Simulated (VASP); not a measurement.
# AgBr: single point with PBE

Crystal: AgBr.

```
Ag Br
1.0
     0.00000    2.92026    2.92026
     2.92026    0.00000    2.92026
     2.92026    2.92026    0.00000
Ag Br
1 1
Cartesian
  2.9203 2.9203 2.9203
  0.0000 0.0000 0.0000
```

```
Program             : VASP 6.6.1
Task                : single point
Functional          : PBE
Potentials or basis : VASP PAW PBE potentials, release 64 (Ag, Br)
Cutoff              : 500 eV
k mesh              : 10 × 10 × 10
Occupations         : gaussian, width 0.05 eV
Spin                : no spin polarisation
```

```
Pressure               : 0.0 GPa
Band gap on the k mesh : 0.69 eV, indirect (least direct gap 2.44 eV)
```

Levels at points of the mesh, in eV from the valence-band top:
```tsv
k point	band 6	band 7	band 8	band 9	band 10	band 11	band 12	band 13
(0.00, 0.00, 0.00)	-2.59	-1.75	-1.75	-1.75	0.69	9.93	9.93	9.93
(0.50, 0.00, 0.00)	-2.32	-2.00	0.00	0.00	3.88	6.29	6.86	6.86
(0.50, 0.50, 0.00)	-2.45	-2.23	-2.23	-2.16	1.71	7.15	8.86	10.79
```

Wall time 37 s on 1 thread of Intel(R) Xeon(R) Platinum 8259CL CPU @ 2.50GHz (Skylake/Cascade Lake), on a shared host, peak memory 0.18 GiB.

A k mesh can miss the band edges. PBE gaps usually lie below the measured ones, often by a third to a half.
